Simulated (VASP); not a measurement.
Runs of VASP 6.6.1 on WC. Symmetry: Fm-3m, No. 225, cubic system. Conventional cell: a = 4.385 Å, b = 4.385 Å, c = 4.385 Å, α = 90.00°, β = 90.00°, γ = 90.00°. Within 2.9 Å of W (site symmetry m-3m) lie 6 C at 2.19 Å. Within 2.9 Å of C (site symmetry m-3m) lie 6 W at 2.19 Å. 

```csv
smearing,gap on the mesh (eV),pressure (GPa)
gaussian 0.5 eV,none,-6.2
gaussian 0.2 eV,none,(a)
gaussian 0.1 eV,none,-6.8
gaussian 0.3 eV,none,-6.6
```

Alike in all rows: task single point; level r2SCAN+D3(BJ); potentials or basis VASP PAW PBE potentials, release 64 (W_sv, C); no spin polarisation; cell as given; k mesh 11 × 11 × 11; cutoff (eV) 520.

Estimate the missing entries.

(a) -6.7.

Caveats: the PAW data sets were made with another functional, which shifts forces and pressure a little; spin-orbit coupling is left out, which moves the levels of the heavy elements; pairwise dispersion overbinds metals, which lowers pressure and volume.

A k mesh can miss the band edges, and the runs leave out spin-orbit coupling on W.

A gap of «none» marks levels without a gap at the run's occupations.
